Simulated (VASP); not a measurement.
Here is a VASP 6.6.1 calculation.

Contents of INCAR:

```
SYSTEM = Ge
PREC = Accurate ; ENCUT = 520
EDIFF = 1E-6 ; ISMEAR = -1
SIGMA = 0.05 ; LREAL = .FALSE.
LASPH = .TRUE. ; NELM = 60
ALGO = Normal ; ISIF = 2
LWAVE = .FALSE. ; LCHARG = .FALSE.
GGA = VW ; NBANDS = 21
```

Contents of KPOINTS:

```
Automatic mesh
0
G
  8 8 8
  0 0 0
```

File POSCAR:

```
Ge
1.0
    0.0000000000      2.8476450493      2.8476450493
    2.8476450493      0.0000000000      2.8476450493
    2.8476450493      2.8476450493      0.0000000000
Ge
2
Direct
    0.7500000000      0.7500000000      0.7500000000
    0.5000000000      0.5000000000      0.5000000000
```

Potentials or basis: VASP PAW PBE potentials, release 64 (Ge_d).

Run with:

```sh
$ cat potpaw_PBE.64/Ge_d/POTCAR > POTCAR
$ mpirun -np 1 vasp_std > vasp.out
```

Problem. What does it give for the band gap on the k mesh?

Solution. Zero (band 14 reaches 4.49 eV, above the bottom of band 15 at 4.48 eV).

Problem. What does it give for the pressure?

Solution. -2.5 GPa.

Caveat: the PAW data sets were made with another functional, which shifts forces and pressure a little.

**Experimental background.**

“Electronic and optical properties of SixGe1-x-ySny alloys lattice-matched to Ge”, 2021, arxiv:2109.02782 reports, for a bulk crystal of Ge at 293 K: band gap 0.666 eV (indirect).

A measured gap of Ge is 0.666 eV (indirect; 293 K; “Electronic and optical properties of SixGe1-x-ySny alloys lattice-matched to Ge”, 2021, arxiv:2109.02782); the calculated 0.00 eV misses it by -0.67 eV. 3 values of this kind are on record (0.666 to 0.807 eV); this one was drawn at random among those near their median. Spin-orbit coupling on Ge is left out. The value is that of SVWN5 on a finite k mesh, which can miss the band edges, without temperature or zero-point motion.
